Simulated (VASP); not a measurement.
Set up this calculation in VASP 6.6.1, as the native input.

| Property | Result |
| --- | --- |
| Task | single point |
| Functional | PBE |
| Potentials or basis | VASP PAW PBE potentials, release 64 (Ru_sv, C) |
| Cutoff | 700 eV |
| k mesh | 6 × 6 × 6 |
| Occupations | gaussian, width 0.1 eV |
| Spin | no spin polarisation |
| Dipole correction | no |
| Further INCAR settings | ALGO = Normal; EDIFF = 1e-06; NBANDS = 19 |

The structure of RuC2 lies in POSCAR:

```
RuC2
1.0
    2.4875079832      0.0000000000      0.0000000000
   -1.2437539916      2.1542451055      0.0000000000
    0.0000000000      0.0000000000      8.2762632804
Ru C
1 2
Direct
    0.0000000000      0.0000000000      0.0000000000
    0.3333333333      0.6666666667      0.5000000000
    0.6666666667      0.3333333333      0.5000000000
```

These files were run (other wordings do the same):

INCAR

```
SYSTEM = RuC2
PREC = Accurate
ENCUT = 700
EDIFF = 1E-6
ISMEAR = 0
SIGMA = 0.1
LREAL = .FALSE.
LASPH = .TRUE.
NELM = 120
ALGO = Normal
ISIF = 2
LWAVE = .FALSE.
LCHARG = .TRUE.
GGA = PE
LELF = .TRUE.
LVHAR = .TRUE.
NBANDS = 19
GGA_COMPAT = .FALSE.
```

KPOINTS

```
regular mesh
0
G
  6 6 6
  0 0 0
```

Potentials or basis: VASP PAW PBE potentials, release 64 (Ru_sv, C).

Command:

```console
$ cat potpaw_PBE.64/Ru_sv/POTCAR potpaw_PBE.64/C/POTCAR > POTCAR
$ mpirun -np 1 vasp_std > vasp.out
```

Results of the run:

The pressure is -0.1 GPa. The band gap on the k mesh is zero (bands 12 and 13 overlap by 1.66 eV).

Caveat: the k points lie up to 0.49 Å⁻¹ apart, too coarse for converged energies and pressures of a metal.

It took 30 s on 1 thread of Intel(R) Xeon(R) Platinum 8259CL CPU @ 2.50GHz (Skylake/Cascade Lake), with other jobs on the host, peak memory 0.2 GiB.
